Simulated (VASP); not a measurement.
Here is a VASP 6.6.1 calculation.

INCAR

```
ALGO     = Normal         # electronic algorithm
EDIFF    = 1E-6           # SCF threshold, eV
ENCUT    = 520            # plane-wave cutoff, eV
GGA      = CA             # functional
ISIF     = 2              # what is computed and relaxed
ISMEAR   = 0              # smearing method
LASPH    = True           # aspherical terms in the spheres
LCHARG   = False          # write CHGCAR
LREAL    = False          # projectors in reciprocal space
LWAVE    = False          # write WAVECAR
NBANDS   = 10             # bands
NELM     = 100            # most SCF steps
PREC     = Accurate       # precision mode
SIGMA    = 0.1            # smearing width, eV
```

Contents of KPOINTS:

```
k-points
0
Gamma
  10 10 10
```

File POSCAR:

```
Cs
1.0
   -2.8817122865      2.8817122865      2.8817122865
    2.8817122865     -2.8817122865      2.8817122865
    2.8817122865      2.8817122865     -2.8817122865
Cs
1
Direct
    0.0000000000      0.0000000000      0.0000000000
```

Potentials or basis: VASP PAW LDA potentials, release 64 (Cs_sv).

Launch:

```console
$ cat potpaw_LDA.64/Cs_sv/POTCAR > POTCAR
$ mpirun -np 1 vasp_std > vasp.out
```

Estimate the pressure.

0.0 GPa.
